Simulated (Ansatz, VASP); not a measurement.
C: VASP beside Ansatz

INCAR

```
SYSTEM = C
PREC     = Accurate       ! precision mode
ENCUT    = 520            ! plane-wave cutoff, eV
EDIFF    = 1E-6           ! SCF threshold, eV
ISMEAR   = 0              ! smearing method
SIGMA    = 0.1            ! smearing width, eV
LREAL    = .False.        ! projectors in reciprocal space
LASPH    = .True.         ! aspherical terms in the spheres
NELM     = 100            ! most SCF steps
ALGO     = Normal         ! electronic algorithm
ISIF     = 2              ! what is computed and relaxed
LWAVE    = .False.        ! write WAVECAR
LCHARG   = .False.        ! write CHGCAR
LDIPOL   = .True.       
IDIPOL   = 3            
DIPOL    = 0.5 0.5 0.500
GGA      = PE             ! functional
IVDW     = 12             ! dispersion correction
IBRION   = 2              ! ionic algorithm
NSW      = 60             ! ionic steps
EDIFFG   = -0.01          ! ionic threshold
```

Contents of KPOINTS:

```
Automatic mesh
0
Gamma
  21 21 1
  0 0 0
```

The input POSCAR:

```
C
1.0
    2.5889811910     -0.0000077612      0.0000000000
    1.2944982138      2.1353515076      0.0000000000
    0.0000000000      0.0000000000     26.0015393183
C
2
Direct
    0.1656234911      0.1656234911      0.5000002658
    0.4989568501      0.4989568501      0.4999997342
```

Input for Ansatz:

```yaml
crystal:
  lattice:
    - [2.588981191, -7.7612e-06, 0.0]
    - [1.2944982138, 2.1353515076, 0.0]
    - [0.0, 0.0, 26.0015393183]
  atoms:
    - { symbol: C, position: [0.1656234911, 0.1656234911, 0.5000002658] }
    - { symbol: C, position: [0.4989568501, 0.4989568501, 0.4999997342] }
  periodic: [true, true, false]
basis:
  ecutwfc: 420
kpoints:
  mp_grid: { grid: [21, 21, 1] }
  band_path:
    path:
      - [0, 0, 0]
      - [0.5, 0, 0]
      - [0.6666666666667, 0.3333333333333, 0]
      - [0, 0, 0]
    npoints: 8
hamiltonian:
  xc: pbe
  dispersion: d3bj
scf:
  occupations: { method: gaussian, width: 0.1 }
output:
  forces: true
  stress: true
  eigenvalues: true
  write_density: true
  write_potential: true
  elf: true
  volumetric_format: npy
relax:
  adjacent_minimum: "off"
  f_tol: 0.01
  max_steps: 40
```

Change from the starting cell: strain along x +0.050, atoms relaxed.

Alike in both runs: task relaxation of the atoms; functional PBE; dispersion D3(BJ); k mesh 21 × 21 × 1; occupations gaussian, width 0.1 eV; no spin polarisation.

|  | VASP | Ansatz |
| --- | --- | --- |
| version | VASP 6.6.1 | Ansatz 0.2.0 |
| potentials or method | VASP PAW PBE potentials, release 64 (C), cutoff 520 eV | scalar-relativistic, plane waves, PAW |
| valence electrons in the cell | 8 | 8 |

```csv
,VASP,Ansatz,Ansatz less VASP
"gap on the k mesh at the Fermi level, each at its own relaxed structure (eV)",0.53,0.53,0.000
```

Ansatz's warnings: stress scf threshold loose, structure snapped to symmetry.
